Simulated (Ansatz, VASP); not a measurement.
## One calculation of Au, two programs

```xyz
1
Lattice="0.0000 2.0856 2.0856 2.0856 0.0000 2.0856 2.0856 2.0856 0.0000" Properties=species:S:1:pos:R:3 pbc="T T T"
Au    0.0000    0.0000    0.0000
```

Change from the starting cell: volume scaled by 1.06, PAW files.

Alike in both runs: task electric field gradients; functional PBE; k mesh 14 × 14 × 14; occupations fermi-dirac, width 0.08 eV; no spin polarisation.

```csv
,VASP,Ansatz
version,VASP 6.6.1,Ansatz 0.2.0
potentials or method,"VASP PAW PBE potentials, release 64 (Au)","PAW with Ansatz's default frozen-core files, scalar-relativistic"
plane-wave cutoff (eV),520,420
valence electrons in the cell,11,19
```

Ansatz gave:

* pressure (GPa): -1.3

Problem. Which values does VASP return?

Solution. Pressure (GPa): -1.6.

With one functional, cell and mesh, what is left measures potentials, basis and numerics. VASP's potentials hold 11 valence electrons a cell and Ansatz's 19, so a difference there can come from the potentials and not from the codes.

Spin-orbit coupling is off throughout.
